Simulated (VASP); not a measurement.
Runs of VASP 6.6.1 on Zr. The structure is that of space group Fd-3m (No. 227), or close to it. The cells are those of the table. 

| cell | gap on the mesh (eV) | pressure (GPa) |
| --- | --- | --- |
| a = 3.762 Å, angles 60.0°, 2 atoms | none | 38.2 |
| a = 3.396 Å, angles 60.0°, 2 atoms | none | (b) |
| a = 3.229 Å, angles 60.0°, 2 atoms | none | 295.3 |
| a = 3.568 Å, angles 60.0°, 2 atoms | none | 84.3 |
| a = 3.938 Å, angles 60.0°, 2 atoms | none | (a) |

Alike in all rows: task single point; level LDA; potentials or basis VASP PAW LDA potentials, release 64 (Zr_sv); no spin polarisation; k mesh 12 × 12 × 12; cutoff (eV) 520; smearing fermi-dirac 0.08 eV.

Task: Fill in the values left out.

Result: (a) 17.1; (b) 161.4.

A k mesh can miss the band edges, and the runs leave out spin-orbit coupling on Zr.

A gap of «none» marks levels without a gap at the run's occupations.
